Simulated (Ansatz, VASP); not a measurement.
**One calculation of Ge, two programs**

```
CELL_PARAMETERS angstrom
0.00000 2.88070 2.88070
2.88070 0.00000 2.88070
2.88070 2.88070 0.00000
ATOMIC_POSITIONS crystal
Ge 0.00000 0.00000 0.00000
Ge 0.25000 0.25000 0.25000
```

Alike in both runs: functional PBE; k mesh 11 × 11 × 11; occupations fermi-dirac, width 0.05 eV; no spin polarisation.

Ansatz relaxed the structure, and its values are those at the end. VASP's run is a single point on that final structure, the one shown.

|  | VASP | Ansatz |
| --- | --- | --- |
| version | VASP 6.6.1 | Ansatz 0.2.0 |
| potentials or method | VASP PAW PBE potentials, release 64 (Ge_d) | PAW with Ansatz's default frozen-core files, scalar-relativistic |
| plane-wave cutoff (eV) | 520 | 420 |
| valence electrons in the cell | 28 | 28 |

VASP gave:

* pressure (GPa): -0.1

Q: Estimate Ansatz's values.

A: Pressure (GPa): 0.0.

The functional is the same, so the differences come from potentials, cutoffs and numerics.
